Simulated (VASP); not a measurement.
# MgO2 (R-3m) in VASP: a series of runs, part 2 of 2

VASP 6.6.1.

## Step 3: Single point, PBEsol (strain +0.000 along x and y, -0.050 along z)

The input, INCAR:

```
PREC     = Accurate       # precision mode
ENCUT    = 840            # plane-wave cutoff, eV
EDIFF    = 1E-6           # SCF threshold, eV
ISMEAR   = 0              # smearing method
SIGMA    = 0.05           # smearing width, eV
LREAL    = F              # projectors in reciprocal space
LASPH    = T              # aspherical terms in the spheres
NELM     = 120            # most SCF steps
ALGO     = Normal         # electronic algorithm
ISIF     = 2              # what is computed and relaxed
LWAVE    = F              # write WAVECAR
LCHARG   = F              # write CHGCAR
GGA      = PS             # functional
NBANDS   = 18             # bands
GGA_COMPAT= F
```

The input, KPOINTS:

```
Automatic mesh
0
Gamma
  12 12 12
```

The input, POSCAR:

```
MgO2
1.0
    1.6047610160      0.9265092046      3.3192799312
   -1.6047610160      0.9265092046      3.3192799312
    0.0000000000     -1.8530184092      3.3192799312
Mg O
1 2
Direct
    0.0000000000      0.0000000000      0.0000000000
    0.4287860000      0.4287860000      0.4287860000
    0.5712140000      0.5712140000      0.5712140000
```

Potentials or basis: VASP PAW PBE potentials, release 64 (Mg_sv, O).

Launch:

```sh
$ cat potpaw_PBE.64/Mg_sv/POTCAR potpaw_PBE.64/O/POTCAR > POTCAR
$ mpirun -np 1 vasp_std > vasp.out
```

OUTCAR:

```text
PREC = Accurate
   ENCUT = 840
   EDIFF = 1E-6
   ISMEAR = 0
   LREAL = F
   LASPH = T
   NELM = 120
   ISIF = 2
   GGA = PS

 ion  position               nearest neighbor table
   1  0.000  0.000  0.000-   3 2.08   3 2.08   2 2.08   2 2.08   3 2.08   2 2.08
   2  0.429  0.429  0.429-   3 1.42   1 2.08   1 2.08   1 2.08
   3  0.571  0.571  0.571-   2 1.42   1 2.08   1 2.08   1 2.08

  LATTYP: Found a trigonal (rhomboedric) cell.
 ALAT       =     3.8014860892
 COS(alpha) =     0.6435948953

  Lattice vectors:

 A1 = (   1.6047610160,   0.9265092046,   3.3192799312)
 A2 = (  -1.6047610160,   0.9265092046,   3.3192799312)
 A3 = (   0.0000000000,  -1.8530184092,   3.3192799312)

Analysis of symmetry for initial positions (statically):
=====================================================================
 Subroutine PRICEL returns:
 Original cell was already a primitive cell.

 Routine SETGRP: Setting up the symmetry group for a
 trigonal (rhombohedral) supercell.

 Subroutine GETGRP returns: Found 12 space group operations
 (whereof 12 operations were pure point group operations)
 out of a pool of 12 trial point group operations.

The static configuration has the point symmetry D_3d.

Analysis of symmetry for dynamics (positions and initial velocities):
=====================================================================
 Subroutine PRICEL returns:
 Original cell was already a primitive cell.

 Routine SETGRP: Setting up the symmetry group for a
 trigonal (rhombohedral) supercell.

 Subroutine GETGRP returns: Found 12 space group operations
 (whereof 12 operations were pure point group operations)
 out of a pool of 12 trial point group operations.

The dynamic configuration has the point symmetry D_3d.

 Subroutine INISYM returns: Found 12 space group operations
 (whereof 12 operations are pure point group operations),
 and found     1 'primitive' translations

[... 112 lines left out ...]
   EFERMI_NEDOS =   21; number of points for ismear=-14 and -15
   IALGO  =     38    algorithm
   IMIX   =      4    mixing-type and parameters
     AMIX     =   0.40;   BMIX     =  1.00
     AMIX_MAG =   1.60;   BMIX_MAG =  1.00
  volume/ion in A,a.u.               =       9.87        66.61
  Fermi-wavevector in a.u.,A,eV,Ry     =   1.482737  2.801966 29.912511  2.198508
  Thomas-Fermi vector in A             =   2.596485
   LORBIT       =      0    0 simple, 1 ext, 2 COOP (PROOUT), +10 PAW based schemes
   GGA     = PS    functional components
   LHFCALC =     F    Hartree Fock is set to
   AEXX    =    0.0000 exact exchange contribution
   IVDW    =     0    specifies the selected vdW correction
   LEPSILON=     F    determine dielectric tensor
   LRPA    =     F    only Hartree local field effects (RPA)
 non-spin polarized calculation
 Gauss-broadening in eV      SIGMA  =   0.05
  energy-cutoff  :      840.00
  volume of cell :       29.61
 maximum number of plane-waves:      1663
   NGX = 17   NGY = 17   NGZ = 17

 number of electron      21.9999995 magnetization

 Free energy of the ion-electron system (eV)
  ---------------------------------------------------
  ext. energy  EPLUGINS =         0.00000000
  ---------------------------------------------------
  free energy    TOTEN  =       -17.10387936 eV

  energy without entropy =      -17.10387936  energy(sigma->0) =      -17.10387936

 E-fermi :   3.4674     XC(G=0): -10.8434

 val. band max:        3.1857145780   @ k =   0.5000   0.5000   0.5000
 cond. band min:       6.3163562388   @ k =   0.3333   0.3333   0.3333
 fundamental gap:      3.1306416609
 Fermi energy:         3.4673662731

 k-point     1 :       0.0000    0.0000    0.0000
  band No.  band energies     occupation
      1     -70.0641      2.00000
      2     -37.0549      2.00000
      3     -36.9942      2.00000
      4     -36.9942      2.00000
      5     -19.2860      2.00000
      6     -11.0550      2.00000
[... 481 lines left out ...]
      5     -18.7567      2.00000
      6     -11.5764      2.00000
[... 10 lines left out ...]
     17      18.3677      0.00000
     18      19.8415      0.00000

 [... further k-points ...]

------------------------ aborting loop because EDIFF is reached ----------------------------------------

  FORCE on cell =-STRESS in cart. coord.  units (eV):
  Direction    XX          YY          ZZ          XY          YZ          ZX
  --------------------------------------------------------------------------------------
  -------------------------------------------------------------------------------------
  Total       -0.4613614     -0.4613614      4.3447443      0.0000000      0.0000000      0.0000000
  in kB      -24.9629928    -24.9629928    235.0821059      0.0000000      0.0000000      0.0000000
  external PRESSURE =      61.7187068 kB  Pullay stress =       0.0000000 kB

 VOLUME and BASIS-vectors are now :
 -----------------------------------------------------------------------------
  energy-cutoff  :      840.00
  volume of cell :       29.61
      direct lattice vectors                 reciprocal lattice vectors
     1.604761016  0.926509205  3.319279931     0.311572873  0.179886682  0.100423387
    -1.604761016  0.926509205  3.319279931    -0.311572873  0.179886682  0.100423387
     0.000000000 -1.853018409  3.319279931     0.000000000 -0.359773364  0.100423387

 POSITION                                       TOTAL-FORCE (eV/Angst)
 -----------------------------------------------------------------------------------
      0.00000      0.00000      0.00000        -0.000000      0.000000     -0.000000
      0.00000      0.00000      4.26978         0.000000      0.000000     -1.591999
      0.00000      0.00000      5.68806         0.000000      0.000000      1.591999
 -----------------------------------------------------------------------------------
    total drift:                               -0.000000     -0.000000      0.000000

  FREE ENERGIE OF THE ION-ELECTRON SYSTEM (eV)
  ---------------------------------------------------
  free  energy   TOTEN  =       -17.1038793606 eV

  energy  without entropy=      -17.1038793606  energy(sigma->0) =      -17.10387936
```

Run time: 2 min. Hardware: 1 thread of Intel Xeon Platinum 8488C (Sapphire Rapids), shared host; peak memory 0.33 GiB.

What came out:

```yaml
Free_energy: -17.1039 eV
Pressure: 6.2 GPa
Largest_force: 1.592 eV/Å
Band_gap_on_the_k_mesh: 3.13 eV (least direct gap 3.25 eV)
```

Forces on the atoms (eV/Å):
```
Mg   0.000  0.000  0.000
O    0.000  0.000 -1.592
O    0.000  0.000  1.592
```

Caveat: the cell differs from its parent crystal (strain +0.000 along x and y, -0.050 along z); the stress differs along the axes, from -2 to 24 GPa; the PAW data sets were made with another functional, which shifts forces and pressure a little. A k mesh can miss the band edges.
